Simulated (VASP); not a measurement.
# Al in VASP: further runs

The runs below take Al through single point, with PBE.

All numbers are computed with VASP 6.6.1; they aren't measurements. Logs are shortened: lines on timing, memory, paths and dates and some standing lists are left out, and cuts for length are marked.

### 1 The cell of the first run

The typed cell holds 1 atom: a = 2.799 Å, b = 2.799 Å, c = 2.799 Å, α = 120.01°, β = 120.00°, γ = 89.99°.

### 2 Single point, PBE (15.51 Å³/atom)

Input file INCAR:

```
PREC     = Accurate       # precision mode
ENCUT    = 520            # plane-wave cutoff, eV
EDIFF    = 1E-7           # SCF threshold, eV
ISMEAR   = 0              # smearing method
SIGMA    = 0.1            # smearing width, eV
LREAL    = False          # projectors in reciprocal space
LASPH    = True           # aspherical terms in the spheres
NELM     = 80             # most SCF steps
ALGO     = Fast           # electronic algorithm
ISIF     = 2              # what is computed and relaxed
LWAVE    = False          # write WAVECAR
LCHARG   = False          # write CHGCAR
GGA      = PE             # functional
NBANDS   = 8              # bands
```

Input file KPOINTS:

```
regular mesh
0
Gamma
  26 26 26
```

Input file POSCAR:

```
Al
1.0
   -1.3993226238      1.3995191219      1.9794210428
    1.3993226238     -1.3995191219      1.9794210428
    1.3993226238      1.3995191219     -1.9794210428
Al
1
Direct
    0.5000000000      0.5000000000      0.0000000000
```

Potentials or basis: VASP PAW PBE potentials, release 64 (Al).

Started as:

```bash
$ cat potpaw_PBE.64/Al/POTCAR > POTCAR
$ mpirun -np 1 vasp_std > vasp.out
```

OUTCAR:

```text
PREC = Accurate
   ENCUT = 520
   EDIFF = 1E-7
   ISMEAR = 0
   LREAL = False
   LASPH = True
   NELM = 80
   ISIF = 2
   GGA = PE

 ion  position               nearest neighbor table
   1  0.500  0.500  0.000-

  LATTYP: Found a body centered orthorhombic cell.
 ALAT       =     2.7986452476
 B/A-ratio  =     1.0001404237
 C/A-ratio  =     1.4145565927

  Lattice vectors:

 A1 = (  -1.3993226238,   1.3995191219,   1.9794210428)
 A2 = (   1.3993226238,  -1.3995191219,   1.9794210428)
 A3 = (   1.3993226238,   1.3995191219,  -1.9794210428)

Analysis of symmetry for initial positions (statically):
=====================================================================
 Subroutine PRICEL returns:
 Original cell was already a primitive cell.

 Routine SETGRP: Setting up the symmetry group for a
 body centered orthorhombic supercell.

 Subroutine GETGRP returns: Found  8 space group operations
 (whereof  8 operations were pure point group operations)
 out of a pool of  8 trial point group operations.

The static configuration has the point symmetry D_2h.

Analysis of symmetry for dynamics (positions and initial velocities):
=====================================================================
 Subroutine PRICEL returns:
 Original cell was already a primitive cell.

 Routine SETGRP: Setting up the symmetry group for a
 body centered orthorhombic supercell.

 Subroutine GETGRP returns: Found  8 space group operations
 (whereof  8 operations were pure point group operations)
 out of a pool of  8 trial point group operations.

The dynamic configuration has the point symmetry D_2h.

 Subroutine INISYM returns: Found  8 space group operations
 (whereof  8 operations are pure point group operations),
 and found     1 'primitive' translations

----------------------------------------------------------------------------------------

                                     Primitive cell

  volume of cell :      15.5058

  direct lattice vectors                    reciprocal lattice vectors
    -1.399322624  1.399519122  1.979421043     0.000000000  0.357265572  0.252599113
     1.399322624 -1.399519122  1.979421043     0.357315741  0.000000000  0.252599113
     1.399322624  1.399519122 -1.979421043     0.357315741  0.357265572  0.000000000

  length of vectors
     2.799082929  2.799082929  2.799082929     0.437544285  0.437585250  0.505285293
[... 80 lines left out ...]
   LREAL  =      F    real-space projection
   EDIFFG = 0.1E-05   stopping-criterion for IOM
   NSW    =      0    number of steps for IOM
   IBRION =     -1    ionic relax: 0-MD 1-quasi-New 2-CG
   NFREE  =      0    steps in history (QN), initial steepest desc. (CG)
   ISIF   =      2    stress and relaxation
   ISYM   =      2    0-nonsym 1-usesym 2-fastsym
   POTIM  = 0.5000    time-step for ionic-motion
   TEBEG  =    0.0;   TEEND  =   0.0 temperature during run
   PSTRESS=    0.0 pullay stress
   NELECT =       3.0000    total number of electrons
   NUPDOWN=      -1.0000    fix difference up-down
   EMIN   =  10.00;   EMAX   =-10.00  energy-range for DOS
   EFERMI =   0.00;   METHOD = LEGACY
   ISMEAR =     0;   SIGMA  =   0.10  broadening in eV -4-tet -1-fermi 0-gaus
   EFERMI_NEDOS =   21; number of points for ismear=-14 and -15
   IALGO  =     68    algorithm
   IMIX   =      4    mixing-type and parameters
     AMIX     =   0.40;   BMIX     =  1.00
     AMIX_MAG =   1.60;   BMIX_MAG =  1.00
  volume/ion in A,a.u.               =      15.51       104.64
  Fermi-wavevector in a.u.,A,eV,Ry     =   0.946855  1.789297 12.198099  0.896535
  Thomas-Fermi vector in A             =   2.074893
   LORBIT       =      0    0 simple, 1 ext, 2 COOP (PROOUT), +10 PAW based schemes
   GGA     = PE    functional components
   LHFCALC =     F    Hartree Fock is set to
   AEXX    =    0.0000 exact exchange contribution
   IVDW    =     0    specifies the selected vdW correction
   LEPSILON=     F    determine dielectric tensor
   LRPA    =     F    only Hartree local field effects (RPA)
 non-spin polarized calculation
 RMM-DIIS sequential band-by-band and
 Gauss-broadening in eV      SIGMA  =   0.10
  energy-cutoff  :      520.00
  volume of cell :       15.51
 maximum number of plane-waves:       444
 NGX is ok and might be reduce to    24
   NGX = 11   NGY = 11   NGZ = 11

 number of electron       3.0000000 magnetization

 Free energy of the ion-electron system (eV)
  ---------------------------------------------------
  ext. energy  EPLUGINS =         0.00000000
  ---------------------------------------------------
  free energy    TOTEN  =        -3.73221582 eV

  energy without entropy =       -3.73037314  energy(sigma->0) =       -3.73129448

 E-fermi :   8.6797     XC(G=0): -10.4234

 val. band max:        8.6675421116   @ k =  -0.2308  -0.4615   0.2308
 cond. band min:       8.6949553880   @ k =   0.3077  -0.3077   0.2692
 fundamental gap:      0.0274132764
 Fermi energy:         8.6797252510

 k-point     1 :       0.0000    0.0000    0.0000
  band No.  band energies     occupation
      1      -2.9069      2.00000
      2      21.6321      0.00000
      3      21.6325      0.00000
      4      21.6368      0.00000
      5      23.6066      0.00000
      6      23.6098      0.00000
      7      23.6118      0.00000
      8      25.5878      0.00000
[... 243 lines left out ...]
 k-point    24 :       0.3462    0.0385   -0.0000
  band No.  band energies     occupation
      1       0.7315      2.00000
      2       8.3350      2.00000
      3      18.7808      0.00000
      4      20.7524      0.00000
      5      21.4167      0.00000
      6      22.6235      0.00000
      7      23.9873      0.00000
      8      26.7267      0.00000

 [... further k-points ...]

------------------------ aborting loop because EDIFF is reached ----------------------------------------

  FORCE on cell =-STRESS in cart. coord.  units (eV):
  Direction    XX          YY          ZZ          XY          YZ          ZX
  --------------------------------------------------------------------------------------
  -------------------------------------------------------------------------------------
  Total        0.5329512      0.5314435      0.5311509      0.0000000      0.0000000      0.0000000
  in kB       55.0684844     54.9127024     54.8824651      0.0000000      0.0000000      0.0000000
  external PRESSURE =      54.9545506 kB  Pullay stress =       0.0000000 kB

 VOLUME and BASIS-vectors are now :
 -----------------------------------------------------------------------------
  energy-cutoff  :      520.00
  volume of cell :       15.51
      direct lattice vectors                 reciprocal lattice vectors
    -1.399322624  1.399519122  1.979421043     0.000000000  0.357265572  0.252599113
     1.399322624 -1.399519122  1.979421043     0.357315741  0.000000000  0.252599113
     1.399322624  1.399519122 -1.979421043     0.357315741  0.357265572  0.000000000

 POSITION                                       TOTAL-FORCE (eV/Angst)
 -----------------------------------------------------------------------------------
      0.00000      0.00000      1.97942         0.000000      0.000000      0.000000
 -----------------------------------------------------------------------------------
    total drift:                                0.000000     -0.000000      0.000000

  FREE ENERGIE OF THE ION-ELECTRON SYSTEM (eV)
  ---------------------------------------------------
  free  energy   TOTEN  =        -3.7322158155 eV

  energy  without entropy=       -3.7303731391  energy(sigma->0) =       -3.73129448
```

stdout:

```text
POSCAR found type information on POSCAR Al
 POSCAR found :  1 types and       1 ions
 scaLAPACK will be used
 LDA part: xc-table for (Slater+PW92), standard interpolation
 POSCAR, INCAR and KPOINTS ok, starting setup
 FFT: planning ... GRIDC
 FFT: planning ... GRID_SOFT
 FFT: planning ... GRID
 WAVECAR not read
 entering main loop
```

It took 88 s on 1 thread of Intel Xeon 6975P-C (Granite Rapids), shared host; peak memory 0.38 GiB.

What came out:

```
Free energy            : -3.7322 eV
Pressure               : 5.5 GPa
Band gap on the k mesh : zero (an odd number of electrons rules out a gap without spin polarisation)
```

Levels at points of the mesh, in eV from the Fermi level:
| k point | band 1 | band 2 | band 3 | band 4 | band 5 | band 6 |
| --- | --- | --- | --- | --- | --- | --- |
| (0.00, 0.00, 0.00) | -11.59 | 12.95 | 12.95 | 12.96 | 14.93 | 14.93 |
| (0.50, 0.00, 0.00) | -4.86 | -4.48 | 11.73 | 11.74 | 12.07 | 12.08 |
| (0.00, 0.50, 0.00) | -4.86 | -4.48 | 11.73 | 11.74 | 12.07 | 12.08 |
| (0.50, 0.50, 0.00) | -3.09 | -1.63 | 5.26 | 5.88 | 5.88 | 9.66 |
| (0.50, 0.50, 0.50) | -3.09 | -1.64 | 5.26 | 5.88 | 5.88 | 9.67 |

Caveat: the cell stands under pressure.

### 3 Single point, PBE (16.00 Å³/atom)

This run uses another cell than the first one, of 16.00 Å³/atom.

Input file INCAR:

```
PREC = Accurate
ENCUT = 520
EDIFF = 1E-6
ISMEAR = 0
SIGMA = 0.1
LREAL = F
LASPH = T
NELM = 60
ALGO = Fast
ISIF = 2
LWAVE = F
LCHARG = T
GGA = PE
LELF = T
LVHAR = T
NBANDS = 8
```

KPOINTS is that of step 2.

Input file POSCAR:

```
Al
1.0
   -1.4140534182      1.4142519848      2.0002585851
    1.4140534182     -1.4142519848      2.0002585851
    1.4140534182      1.4142519848     -2.0002585851
Al
1
Direct
    0.5000000000      0.5000000000      0.0000000000
```

Potentials or basis: VASP PAW PBE potentials, release 64 (Al).

Started as:

```bash
$ cat potpaw_PBE.64/Al/POTCAR > POTCAR
$ mpirun -np 1 vasp_std > vasp.out
```

It took 79 s on 1 thread of Intel Xeon 6975P-C (Granite Rapids), shared host; peak memory 0.37 GiB.

The run converged. Its results:

* Free energy: -3.7444 eV
* Pressure: 2.5 GPa
* Band gap on the k mesh: zero (an odd number of electrons rules out a gap without spin polarisation)

Levels at points of the mesh, in eV from the Fermi level:
```tsv
k point	band 1	band 2	band 3	band 4	band 5
(0.00, 0.00, 0.00)	-11.36	12.78	12.78	12.78	14.50
(0.50, 0.00, 0.00)	-4.73	-4.44	11.59	11.59	11.73
(0.00, 0.50, 0.00)	-4.73	-4.43	11.59	11.59	11.73
(0.50, 0.50, 0.00)	-3.01	-1.62	5.25	5.72	5.73
(0.50, 0.50, 0.50)	-3.01	-1.62	5.25	5.73	5.73
```

### 4 Single point, PBE

This run uses another cell than the first one, of 16.50 Å³/atom.

Input file INCAR:

```
ALGO = Fast
EDIFF = 1E-7
ENCUT = 520
GGA = PE
ISIF = 2
ISMEAR = 0
LASPH = T
LCHARG = F
LREAL = F
LWAVE = F
NBANDS = 8
NELM = 80
PREC = Accurate
SIGMA = 0.1
```

Input file KPOINTS:

```
k-points
0
Gamma
  26 26 26
```

Input file POSCAR:

```
Al
1.0
   -1.4284835314      1.4286841243      2.0206707968
    1.4284835314     -1.4286841243      2.0206707968
    1.4284835314      1.4286841243     -2.0206707968
Al
1
Direct
    0.5000000000      0.5000000000      0.0000000000
```

Started as:

```bash
$ cat potpaw_PBE.64/Al/POTCAR > POTCAR
$ mpirun -np 1 vasp_std > vasp.out
```

Wall time 92 s (1 thread of Intel Xeon 6975P-C (Granite Rapids), shared host); peak memory 0.38 GiB.

The run converged. Its results:

| Item | Value |
| --- | --- |
| Free energy | -3.7481 eV |
| Pressure | 0.0 GPa |
| Band gap on the k mesh | zero (an odd number of electrons rules out a gap without spin polarisation) |

Levels at points of the mesh, in eV from the Fermi level:
```tsv
k point	band 1	band 2	band 3	band 4	band 5	band 6
(0.00, 0.00, 0.00)	-11.15	12.61	12.61	12.61	14.10	14.10
(0.50, 0.00, 0.00)	-4.61	-4.39	11.40	11.40	11.45	11.45
(0.00, 0.50, 0.00)	-4.61	-4.39	11.40	11.40	11.45	11.45
(0.50, 0.50, 0.00)	-2.94	-1.61	5.25	5.58	5.58	9.06
(0.50, 0.50, 0.50)	-2.94	-1.62	5.25	5.58	5.59	9.06
```

### 5 Single point, PBE (16.99 Å³/atom)

This run uses another cell than the first one, of 16.99 Å³/atom.

Input file INCAR:

```
PREC = Accurate
ENCUT = 520
EDIFF = 1E-6
ISMEAR = 0
SIGMA = 0.1
LREAL = F
LASPH = T
NELM = 80
ALGO = Fast
ISIF = 2
LWAVE = F
LCHARG = F
GGA = PE
NBANDS = 8
```

Input file KPOINTS:

```
regular mesh
0
Gamma
  26 26 26
```

Input file POSCAR:

```
Al
1.0
   -1.4426278525      1.4428304316      2.0406787396
    1.4426278525     -1.4428304316      2.0406787396
    1.4426278525      1.4428304316     -2.0406787396
Al
1
Direct
    0.5000000000      0.5000000000      0.0000000000
```

Started as:

```bash
$ cat potpaw_PBE.64/Al/POTCAR > POTCAR
$ mpirun -np 1 vasp_std > vasp.out
```

Wall time 76 s (1 thread of Intel Xeon 6975P-C (Granite Rapids), shared host); peak memory 0.39 GiB.

It converged, with:

```
Free energy            : -3.7446 eV
Pressure               : -2.2 GPa
Band gap on the k mesh : zero (an odd number of electrons rules out a gap without spin polarisation)
```

Levels at points of the mesh, in eV from the Fermi level:
| k point | band 1 | band 2 | band 3 | band 4 |
| --- | --- | --- | --- | --- |
| (0.00, 0.00, 0.00) | -10.94 | 12.45 | 12.45 | 12.45 |
| (0.50, 0.00, 0.00) | -4.49 | -4.35 | 11.09 | 11.09 |
| (0.00, 0.50, 0.00) | -4.49 | -4.35 | 11.09 | 11.09 |
| (0.50, 0.50, 0.00) | -2.86 | -1.61 | 5.24 | 5.45 |
| (0.50, 0.50, 0.50) | -2.87 | -1.61 | 5.24 | 5.45 |

### 6 Overview

```tsv
cell	further INCAR settings	gap on the mesh (eV)	pressure (GPa)
a = 2.799 Å, angles 120.0, 120.0, 90.0°, 1 atom	ALGO = Fast; EDIFF = 1e-07; NBANDS = 8	none	5.5
a = 2.829 Å, angles 120.0, 120.0, 90.0°, 1 atom	ALGO = Fast; EDIFF = 1e-06; NBANDS = 8	none	2.5
a = 2.857 Å, angles 120.0, 120.0, 90.0°, 1 atom	ALGO = Fast; EDIFF = 1e-07; NBANDS = 8	none	0.0
a = 2.886 Å, angles 120.0, 120.0, 90.0°, 1 atom	ALGO = Fast; EDIFF = 1e-06; NBANDS = 8	none	-2.2
```

Alike in all rows: task single point; level PBE; potentials or basis VASP PAW PBE potentials, release 64 (Al); no spin polarisation; k mesh 26 × 26 × 26; cutoff (eV) 520; smearing gaussian 0.1 eV.

Caveats: the cell stands under pressure (at least some runs).

Absolute energies hang on the potentials; compare differences alone.

The gap in the log of VASP goes by the Fermi energy; the results here count the filled bands.